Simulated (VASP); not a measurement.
Here is a VASP 6.6.1 calculation.

Contents of INCAR:

```
ALGO     = Normal         # electronic algorithm
EDIFF    = 1E-6           # SCF threshold, eV
ENCUT    = 520            # plane-wave cutoff, eV
GGA      = RP             # functional
ISIF     = 2              # what is computed and relaxed
ISMEAR   = -1             # smearing method
IVDW     = 12             # dispersion correction
LASPH    = True           # aspherical terms in the spheres
LCHARG   = True           # write CHGCAR
LELF     = True           # ELF
LREAL    = False          # projectors in reciprocal space
LVHAR    = True         
LWAVE    = False          # write WAVECAR
NBANDS   = 14             # bands
NELM     = 100            # most SCF steps
PREC     = Accurate       # precision mode
SIGMA    = 0.05           # smearing width, eV
```

KPOINTS

```
k-points
0
Gamma
  11 11 6
```

File POSCAR:

```
Re
1.0
    2.6764368757      0.0000000000      0.0000000000
   -1.3382184379      2.3178623260      0.0000000000
    0.0000000000      0.0000000000      4.3299075055
Re
2
Direct
    0.6666666667      0.3333333333      0.7500000000
    0.3333333333      0.6666666667      0.2500000000
```

Potentials or basis: VASP PAW PBE potentials, release 64 (Re).

Launch:

```bash
$ cat potpaw_PBE.64/Re/POTCAR > POTCAR
$ mpirun -np 1 vasp_std > vasp.out
```

(1) Predict the pressure.

(2) What does it give for the dispersion energy per atom?

(3) Estimate the band gap on the k mesh.

## Answers

(1) 0.3 GPa.

(2) -4.722 eV.

(3) zero (bands 7 and 8 overlap by 3.62 eV).

Caveat: the PAW data sets were made with another functional, which shifts forces and pressure a little; spin-orbit coupling is left out, which moves the levels of the heavy elements.
